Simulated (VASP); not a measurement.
# BaTiO3 in VASP: notebook, part 2 of 2

VASP 6.6.1. The steps go on from the part before.

## (3) Single point, PBE (biaxial strain in the a-b plane: -3.0 %)

INCAR

```
SYSTEM = BaTiO3
  PREC = Accurate
  ENCUT = 520
  EDIFF = 1E-6
  ISMEAR = 0
  SIGMA = 0.02
  LREAL = .False.
  LASPH = .True.
  NELM = 60
  ALGO = Normal
  ISIF = 2
  LWAVE = .False.
  LCHARG = .True.
  GGA = PE
  LELF = .True.
  LVHAR = .True.
  NBANDS = 28
```

KPOINTS

```
Automatic mesh
0
Gamma
  8 8 8
  0 0 0
```

POSCAR

```
BaTiO3
1.0
    3.8986734063      0.0000000000      0.0000000000
    0.0000000000      3.8986734063      0.0000000000
    0.0000000000      0.0000000000      4.0915974511
Ba Ti O
1 1 3
Direct
    0.5000000000      0.5000000000      0.5000000000
    0.0000000000      0.0000000000      0.0000000000
    0.5000000000      0.0000000000      0.0000000000
    0.0000000000      0.5000000000      0.0000000000
    0.0000000000      0.0000000000      0.5000000000
```

Potentials or basis: VASP PAW PBE potentials, release 64 (Ba_sv, Ti_sv, O).

Command:

```bash
$ cat potpaw_PBE.64/Ba_sv/POTCAR potpaw_PBE.64/Ti_sv/POTCAR potpaw_PBE.64/O/POTCAR > POTCAR
$ mpirun -np 1 vasp_std > vasp.out
```

OUTCAR:

```text
SYSTEM = BaTiO3
   PREC = Accurate
   ENCUT = 520
   EDIFF = 1E-6
   ISMEAR = 0
   LREAL = .False.
   LASPH = .True.
   NELM = 60
   ISIF = 2
   GGA = PE

 ion  position               nearest neighbor table
   1  0.500  0.500  0.500-   5 2.76   5 2.76   5 2.76   5 2.76   4 2.83   3 2.83   4 2.83   3 2.83
                             4 2.83   3 2.83   4 2.83   3 2.83   2 3.43   2 3.43   2 3.43   2 3.43
   2  0.000  0.000  0.000-   3 1.95   4 1.95   4 1.95   3 1.95   5 2.05   5 2.05   1 3.43   1 3.43
                             1 3.43   1 3.43   1 3.43   1 3.43   1 3.43   1 3.43
   3  0.500  0.000  0.000-   2 1.95   2 1.95   1 2.83   1 2.83   1 2.83   1 2.83
   4  0.000  0.500  0.000-   2 1.95   2 1.95   1 2.83   1 2.83   1 2.83   1 2.83
   5  0.000  0.000  0.500-   2 2.05   2 2.05   1 2.76   1 2.76   1 2.76   1 2.76

  LATTYP: Found a simple tetragonal cell.
 ALAT       =     3.8986734063
 C/A-ratio  =     1.0494845361

  Lattice vectors:

 A1 = (   3.8986734063,   0.0000000000,   0.0000000000)
 A2 = (   0.0000000000,   3.8986734063,   0.0000000000)
 A3 = (   0.0000000000,   0.0000000000,   4.0915974511)

Analysis of symmetry for initial positions (statically):
=====================================================================
 Subroutine PRICEL returns:
[... 176 lines left out ...]
  energy without entropy =      -39.81728925  energy(sigma->0) =      -39.81728925

 E-fermi :   4.3184     XC(G=0): -11.4206

 val. band max:        4.1497676075   @ k =   0.5000   0.5000   0.5000
 cond. band min:       5.8538476268   @ k =   0.0000   0.0000   0.0000
 fundamental gap:      1.7040800193
 Fermi energy:         4.3183934825

 k-point     1 :       0.0000    0.0000    0.0000
  band No.  band energies     occupation
      1     -52.4266      2.00000
      2     -28.6649      2.00000
      3     -28.6649      2.00000
      4     -28.6449      2.00000
      5     -20.6752      2.00000
      6     -12.9489      2.00000
[... 733 lines left out ...]
     27      12.2298      0.00000
     28      12.9910      0.00000

 [... further k-points ...]
[... 5 lines left out ...]
  --------------------------------------------------------------------------------------
  -------------------------------------------------------------------------------------
  Total        5.3754599      5.3754599      1.3136108      0.0000000      0.0000000      0.0000000
  in kB      138.4839985    138.4839985     33.8415830      0.0000000      0.0000000      0.0000000
  external PRESSURE =     103.6031933 kB  Pullay stress =       0.0000000 kB

 VOLUME and BASIS-vectors are now :
 -----------------------------------------------------------------------------
  energy-cutoff  :      520.00
  volume of cell :       62.19
      direct lattice vectors                 reciprocal lattice vectors
     3.898673406  0.000000000  0.000000000     0.256497505  0.000000000  0.000000000
     0.000000000  3.898673406  0.000000000     0.000000000  0.256497505  0.000000000
     0.000000000  0.000000000  4.091597451     0.000000000  0.000000000  0.244403320

 POSITION                                       TOTAL-FORCE (eV/Angst)
 -----------------------------------------------------------------------------------
      1.94934      1.94934      2.04580         0.000000      0.000000      0.000000
      0.00000      0.00000      0.00000         0.000000      0.000000      0.000000
      1.94934      0.00000      0.00000         0.000000      0.000000      0.000000
      0.00000      1.94934      0.00000         0.000000      0.000000      0.000000
      0.00000      0.00000      2.04580         0.000000      0.000000      0.000000
 -----------------------------------------------------------------------------------
    total drift:                                0.000000     -0.000000      0.000000

  FREE ENERGIE OF THE ION-ELECTRON SYSTEM (eV)
  ---------------------------------------------------
  free  energy   TOTEN  =       -39.8172892547 eV

  energy  without entropy=      -39.8172892547  energy(sigma->0) =      -39.81728925
```

OSZICAR:

```text
N       E                     dE             d eps       ncg     rms          rms(c)
DAV:   1     0.429383900118E+03    0.42938E+03   -0.20476E+04  4200   0.153E+03
DAV:   2    -0.715682616708E+01   -0.43654E+03   -0.41470E+03  4832   0.420E+02
DAV:   3    -0.486852097050E+02   -0.41528E+02   -0.41143E+02  4832   0.134E+02
DAV:   4    -0.506630699834E+02   -0.19779E+01   -0.19741E+01  6688   0.262E+01
DAV:   5    -0.506942701656E+02   -0.31200E-01   -0.31188E-01  5276   0.323E+00    0.237E+01
DAV:   6    -0.399330055347E+02    0.10761E+02   -0.55554E+01  5848   0.676E+01    0.978E+00
DAV:   7    -0.399402679005E+02   -0.72624E-02   -0.91451E+00  5552   0.219E+01    0.687E+00
DAV:   8    -0.397991221520E+02    0.14115E+00   -0.73574E-01  5288   0.798E+00    0.301E+00
DAV:   9    -0.398359320602E+02   -0.36810E-01   -0.22660E-01  5624   0.337E+00    0.127E+00
DAV:  10    -0.398174796387E+02    0.18452E-01   -0.97605E-02  4860   0.328E+00    0.205E-01
DAV:  11    -0.398173781720E+02    0.10147E-03   -0.36404E-03  5272   0.435E-01    0.728E-02
DAV:  12    -0.398173015963E+02    0.76576E-04   -0.21490E-04  5404   0.101E-01    0.403E-02
DAV:  13    -0.398172911302E+02    0.10466E-04   -0.25584E-04  4864   0.175E-01    0.209E-02
DAV:  14    -0.398172895185E+02    0.16117E-05   -0.24790E-05  5316   0.422E-02    0.731E-03
DAV:  15    -0.398172909354E+02   -0.14169E-05   -0.56370E-06  5168   0.215E-02    0.122E-02
DAV:  16    -0.398172891770E+02    0.17583E-05   -0.39714E-06  3772   0.210E-02    0.541E-04
DAV:  17    -0.398172892547E+02   -0.77649E-07   -0.27653E-07  2660   0.470E-03
   1 F= -.39817289E+02 E0= -.39817289E+02  d E =-.295628E-35
```

stdout:

```text
POSCAR found type information on POSCAR BaTiO
 POSCAR found :  3 types and       5 ions
 scaLAPACK will be used
 LDA part: xc-table for (Slater+PW92), standard interpolation
 POSCAR, INCAR and KPOINTS ok, starting setup
 FFT: planning ... GRIDC
 FFT: planning ... GRID_SOFT
 FFT: planning ... GRID
 WAVECAR not read
 entering main loop
```

It took 4.2 min on 1 thread of Intel Xeon Platinum 8375C at 2.90GHz (Ice Lake), shared host; peak memory 0.25 GiB.

What came out:

| Quantity | Value |
| --- | --- |
| Free energy | -39.8173 eV |
| Pressure | 10.4 GPa |
| Band gap on the k mesh | 1.70 eV, indirect (least direct gap 1.87 eV) |

Stress tensor (GPa, compression positive):
```
13.85  0.00  0.00
 0.00 13.85  0.00
 0.00  0.00  3.38
```

Levels at points of the mesh, in eV from the valence-band top:
| k point | band 18 | band 19 | band 20 | band 21 | band 22 | band 23 |
| --- | --- | --- | --- | --- | --- | --- |
| (0.00, 0.00, 0.00) | -0.24 | -0.16 | -0.16 | 1.70 | 1.70 | 1.80 |
| (0.50, 0.00, 0.00) | -1.98 | -0.84 | -0.77 | 1.90 | 3.70 | 3.73 |
| (0.50, 0.50, 0.00) | -0.65 | -0.65 | -0.07 | 3.72 | 3.72 | 4.19 |
| (0.00, 0.00, 0.50) | -1.59 | -0.75 | -0.75 | 1.93 | 3.30 | 3.30 |
| (0.50, 0.00, 0.50) | -1.09 | -1.06 | -0.26 | 3.31 | 3.73 | 3.95 |
| (0.50, 0.50, 0.50) | -0.09 | -0.09 | 0.00 | 4.23 | 4.23 | 4.45 |

Caveat: the cell differs from its parent crystal (biaxial strain in the a-b plane: -3.0 %); spin-orbit coupling is left out, which moves the levels of the heavy elements.

## (4) Single point, PBE (biaxial strain in the a-b plane: -3.0 %, then relaxed in part)

INCAR

```
ALGO = Normal ; EDIFF = 1E-6
ENCUT = 520 ; GGA = PE
ISIF = 2 ; ISMEAR = 0
LASPH = True ; LCHARG = True
LELF = True ; LREAL = False
LVHAR = True ; LWAVE = False
NBANDS = 28 ; NELM = 80
PREC = Accurate ; SIGMA = 0.02
```

KPOINTS

```
k-points
0
Gamma
  8 8 8
```

POSCAR: that of step 3 with these lines changed.

```diff
@@ -4,3 +4,3 @@
     0.0000000000      3.8986734063      0.0000000000
-    0.0000000000      0.0000000000      4.0915974511
+    0.0000000000      0.0000000000      4.1162665584
 Ba Ti O
```

Command:

```bash
$ cat potpaw_PBE.64/Ba_sv/POTCAR potpaw_PBE.64/Ti_sv/POTCAR potpaw_PBE.64/O/POTCAR > POTCAR
$ mpirun -np 1 vasp_std > vasp.out
```

Wall time 3.2 min (1 thread of Intel Xeon Platinum 8375C at 2.90GHz (Ice Lake), shared host); peak memory 0.26 GiB.

The run converged. Its results:

```yaml
Free_energy: -39.8236 eV
Pressure: 9.3 GPa
Band_gap_on_the_k_mesh: 1.68 eV, indirect (least direct gap 1.86 eV)
```

Stress tensor (GPa, compression positive):
```
13.10  0.00  0.00
 0.00 13.10  0.00
 0.00  0.00  1.70
```

Levels at points of the mesh, in eV from the valence-band top:
```tsv
k point	band 17	band 18	band 19	band 20	band 21	band 22	band 23	band 24
(0.00, 0.00, 0.00)	-1.12	-0.26	-0.18	-0.18	1.68	1.68	1.78	3.76
(0.50, 0.00, 0.00)	-2.13	-1.97	-0.85	-0.78	1.87	3.68	3.71	3.86
(0.50, 0.50, 0.00)	-1.78	-0.63	-0.63	-0.06	3.69	3.69	4.18	4.53
(0.00, 0.00, 0.50)	-1.55	-1.55	-0.75	-0.75	1.91	3.23	3.23	4.22
(0.50, 0.00, 0.50)	-1.78	-1.12	-1.09	-0.28	3.24	3.71	3.91	5.05
(0.50, 0.50, 0.50)	-2.37	-0.09	-0.09	0.00	4.18	4.18	4.42	6.61
```

Caveat: the cell differs from its parent crystal (biaxial strain in the a-b plane: -3.0 %, then relaxed in part); spin-orbit coupling is left out, which moves the levels of the heavy elements.

## (5) Single point, PBE

This run uses another cell than the first one, of 12.51 Å³/atom, 1.089 times its volume.

INCAR

```
SYSTEM = BaTiO3
PREC = Accurate
ENCUT = 520
EDIFF = 1E-7
ISMEAR = 0
SIGMA = 0.02
LREAL = .FALSE.
LASPH = .TRUE.
NELM = 60
ALGO = Normal
ISIF = 2
LWAVE = .FALSE.
LCHARG = .TRUE.
GGA = PE
LELF = .TRUE.
LVHAR = .TRUE.
NBANDS = 28
```

KPOINTS

```
regular mesh
0
G
  8 8 8
  0 0 0
```

POSCAR is that of step 4.

Command:

```bash
$ cat potpaw_PBE.64/Ba_sv/POTCAR potpaw_PBE.64/Ti_sv/POTCAR potpaw_PBE.64/O/POTCAR > POTCAR
$ mpirun -np 1 vasp_std > vasp.out
```

It took 3.4 min on 1 thread of Intel Xeon Platinum 8375C at 2.90GHz (Ice Lake), shared host; peak memory 0.26 GiB.

The run converged. Its results:

| Property | Result |
| --- | --- |
| Free energy | -39.8236 eV |
| Pressure | 9.3 GPa |
| Band gap on the k mesh | 1.68 eV, indirect (least direct gap 1.86 eV) |

Stress tensor (GPa, compression positive):
```
13.09  0.00  0.00
 0.00 13.09  0.00
 0.00  0.00  1.70
```

Levels at points of the mesh, in eV from the valence-band top:
| k point | band 16 | band 17 | band 18 | band 19 | band 20 | band 21 | band 22 | band 23 | band 24 | band 25 |
| --- | --- | --- | --- | --- | --- | --- | --- | --- | --- | --- |
| (0.00, 0.00, 0.00) | -1.12 | -1.12 | -0.26 | -0.18 | -0.18 | 1.68 | 1.68 | 1.78 | 3.76 | 4.20 |
| (0.50, 0.00, 0.00) | -2.14 | -2.13 | -1.97 | -0.85 | -0.78 | 1.87 | 3.68 | 3.71 | 3.86 | 6.23 |
| (0.50, 0.50, 0.00) | -3.10 | -1.78 | -0.63 | -0.63 | -0.06 | 3.69 | 3.69 | 4.18 | 4.53 | 8.08 |
| (0.00, 0.00, 0.50) | -2.06 | -1.55 | -1.55 | -0.75 | -0.75 | 1.91 | 3.23 | 3.23 | 4.22 | 5.87 |
| (0.50, 0.00, 0.50) | -2.61 | -1.78 | -1.12 | -1.09 | -0.28 | 3.24 | 3.71 | 3.91 | 5.05 | 7.54 |
| (0.50, 0.50, 0.50) | -2.37 | -2.37 | -0.09 | -0.09 | 0.00 | 4.18 | 4.18 | 4.42 | 6.61 | 6.61 |

Caveat: spin-orbit coupling is left out, which moves the levels of the heavy elements.

## (6) Single point, PBE (biaxial strain in the a-b plane: -2.0 %)

INCAR

```
ALGO = Normal
EDIFF = 1E-6
ENCUT = 520
GGA = PE
ISIF = 2
ISMEAR = 0
LASPH = True
LCHARG = True
LELF = True
LREAL = False
LVHAR = True
LWAVE = False
NBANDS = 28
NELM = 60
PREC = Accurate
SIGMA = 0.02
```

KPOINTS

```
k-points
0
Gamma
  8 8 8
```

POSCAR: that of step 5 with these lines changed.

```diff
@@ -2,5 +2,5 @@
 1.0
-    3.8986734063      0.0000000000      0.0000000000
-    0.0000000000      3.8986734063      0.0000000000
-    0.0000000000      0.0000000000      4.1162665584
+    3.9388659156      0.0000000000      0.0000000000
+    0.0000000000      3.9388659156      0.0000000000
+    0.0000000000      0.0000000000      4.0674819455
 Ba Ti O
```

Potentials or basis: VASP PAW PBE potentials, release 64 (Ba_sv, Ti_sv, O).

Command:

```bash
$ cat potpaw_PBE.64/Ba_sv/POTCAR potpaw_PBE.64/Ti_sv/POTCAR potpaw_PBE.64/O/POTCAR > POTCAR
$ mpirun -np 1 vasp_std > vasp.out
```

OUTCAR:

```text
EDIFF = 1E-6
   ENCUT = 520
   GGA = PE
   ISIF = 2
   ISMEAR = 0
   LASPH = True
   LREAL = False
   NELM = 60
   PREC = Accurate

 ion  position               nearest neighbor table
   1  0.500  0.500  0.500-   5 2.79   5 2.79   5 2.79   5 2.79   4 2.83   3 2.83   4 2.83   3 2.83
                             4 2.83   3 2.83   4 2.83   3 2.83   2 3.45   2 3.45   2 3.45   2 3.45
   2  0.000  0.000  0.000-   3 1.97   4 1.97   4 1.97   3 1.97   5 2.03   5 2.03   1 3.45   1 3.45
                             1 3.45   1 3.45   1 3.45   1 3.45   1 3.45   1 3.45
[... 953 lines left out ...]
  -------------------------------------------------------------------------------------
  Total        3.6656394      3.6656394      1.0712816      0.0000000      0.0000000      0.0000000
  in kB       93.0662677     93.0662677     27.1985772      0.0000000      0.0000000      0.0000000
  external PRESSURE =      71.1103709 kB  Pullay stress =       0.0000000 kB

 VOLUME and BASIS-vectors are now :
 -----------------------------------------------------------------------------
  energy-cutoff  :      520.00
  volume of cell :       63.11
      direct lattice vectors                 reciprocal lattice vectors
     3.938865916  0.000000000  0.000000000     0.253880183  0.000000000  0.000000000
     0.000000000  3.938865916  0.000000000     0.000000000  0.253880183  0.000000000
     0.000000000  0.000000000  4.067481945     0.000000000  0.000000000  0.245852351

 POSITION                                       TOTAL-FORCE (eV/Angst)
 -----------------------------------------------------------------------------------
      1.96943      1.96943      2.03374         0.000000      0.000000      0.000000
      0.00000      0.00000      0.00000         0.000000      0.000000      0.000000
      1.96943      0.00000      0.00000         0.000000      0.000000      0.000000
      0.00000      1.96943      0.00000         0.000000      0.000000      0.000000
      0.00000      0.00000      2.03374         0.000000      0.000000      0.000000
 -----------------------------------------------------------------------------------
    total drift:                                0.000000     -0.000000      0.000000

  FREE ENERGIE OF THE ION-ELECTRON SYSTEM (eV)
  ---------------------------------------------------
  free  energy   TOTEN  =       -39.9037628989 eV

  energy  without entropy=      -39.9037628989  energy(sigma->0) =      -39.90376290
```

OSZICAR:

```text
N       E                     dE             d eps       ncg     rms          rms(c)
DAV:   1     0.425576428713E+03    0.42558E+03   -0.20459E+04  4200   0.152E+03
DAV:   2    -0.834862422739E+01   -0.43393E+03   -0.41220E+03  4844   0.416E+02
DAV:   3    -0.487329049135E+02   -0.40384E+02   -0.39989E+02  4808   0.132E+02
DAV:   4    -0.508109643322E+02   -0.20781E+01   -0.20740E+01  6660   0.264E+01
DAV:   5    -0.508448351517E+02   -0.33871E-01   -0.33861E-01  5224   0.335E+00    0.233E+01
DAV:   6    -0.400595574980E+02    0.10785E+02   -0.56531E+01  5816   0.668E+01    0.976E+00
DAV:   7    -0.400371967607E+02    0.22361E-01   -0.93237E+00  5416   0.222E+01    0.673E+00
DAV:   8    -0.398868861023E+02    0.15031E+00   -0.72767E-01  5236   0.761E+00    0.317E+00
DAV:   9    -0.399253141313E+02   -0.38428E-01   -0.26059E-01  5712   0.390E+00    0.137E+00
DAV:  10    -0.399045146295E+02    0.20800E-01   -0.10741E-01  4684   0.352E+00    0.315E-01
DAV:  11    -0.399038384118E+02    0.67622E-03   -0.76492E-03  5280   0.569E-01    0.107E-01
DAV:  12    -0.399039201112E+02   -0.81699E-04   -0.10804E-03  6268   0.265E-01    0.102E-01
DAV:  13    -0.399037683603E+02    0.15175E-03   -0.37264E-04  4908   0.208E-01    0.289E-02
DAV:  14    -0.399037668689E+02    0.14914E-05   -0.10187E-04  6648   0.801E-02    0.181E-02
DAV:  15    -0.399037637827E+02    0.30862E-05   -0.30330E-05  5332   0.546E-02    0.908E-03
DAV:  16    -0.399037628989E+02    0.88378E-06   -0.32372E-06  3728   0.193E-02
   1 F= -.39903763E+02 E0= -.39903763E+02  d E =-.579308E-19
```

stdout:

```text
POSCAR found type information on POSCAR BaTiO
 POSCAR found :  3 types and       5 ions
 scaLAPACK will be used
 LDA part: xc-table for (Slater+PW92), standard interpolation
 POSCAR, INCAR and KPOINTS ok, starting setup
 FFT: planning ... GRIDC
 FFT: planning ... GRID_SOFT
 FFT: planning ... GRID
 WAVECAR not read
 entering main loop
```

It took 3.2 min on 1 thread of Intel Xeon Platinum 8375C at 2.90GHz (Ice Lake), shared host; peak memory 0.26 GiB.

What came out:

* Free energy: -39.9038 eV
* Pressure: 7.1 GPa
* Band gap on the k mesh: 1.71 eV, indirect (least direct gap 1.87 eV)

Levels at points of the mesh, in eV from the valence-band top:
| k point | band 16 | band 17 | band 18 | band 19 | band 20 | band 21 | band 22 | band 23 | band 24 | band 25 |
| --- | --- | --- | --- | --- | --- | --- | --- | --- | --- | --- |
| (0.00, 0.00, 0.00) | -1.12 | -1.12 | -0.21 | -0.16 | -0.16 | 1.71 | 1.71 | 1.77 | 3.84 | 4.09 |
| (0.50, 0.00, 0.00) | -2.02 | -2.01 | -1.96 | -0.80 | -0.75 | 1.89 | 3.61 | 3.62 | 3.90 | 6.11 |
| (0.50, 0.50, 0.00) | -2.94 | -1.76 | -0.73 | -0.73 | -0.07 | 3.62 | 3.62 | 4.07 | 4.63 | 7.98 |
| (0.00, 0.00, 0.50) | -2.01 | -1.66 | -1.66 | -0.74 | -0.74 | 1.91 | 3.34 | 3.34 | 4.10 | 5.91 |
| (0.50, 0.00, 0.50) | -2.64 | -1.76 | -1.01 | -1.00 | -0.19 | 3.35 | 3.63 | 3.91 | 4.95 | 7.62 |
| (0.50, 0.50, 0.50) | -2.36 | -2.36 | -0.06 | -0.06 | 0.00 | 4.17 | 4.17 | 4.32 | 6.67 | 6.67 |

Caveat: the cell differs from its parent crystal (biaxial strain in the a-b plane: -2.0 %); spin-orbit coupling is left out, which moves the levels of the heavy elements. A k mesh can miss the band edges.

## (7) Overview

| task | cell | cutoff (eV) | gap on the mesh (eV) | pressure (GPa) |
| --- | --- | --- | --- | --- |
| relaxation of cell and atoms | relaxed to 25 GPa from a = 3.859 Å, 5 atoms | 600 | 1.93 | 25.0 |
| single point | a = 3.899, b = 3.899, c = 4.092 Å, 5 atoms | 520 | 1.70 | 10.4 |
| single point | a = 3.899, b = 3.899, c = 4.116 Å, 5 atoms | 520 | 1.68 | 9.3 |
| single point | a = 3.939, b = 3.939, c = 4.067 Å, 5 atoms | 520 | 1.71 | 7.1 |

Alike in all rows: level PBE; potentials or basis VASP PAW PBE potentials, release 64 (Ba_sv, Ti_sv, O); no spin polarisation; k mesh 8 × 8 × 8; smearing gaussian 0.02 eV.

Caveats: spin-orbit coupling is left out, which moves the levels of the heavy elements; the cell is relaxed towards a set pressure, so the enthalpy falls and the energy may rise (some runs).

Total energies depend on the potentials used, so only differences within one code and one set of settings carry meaning.
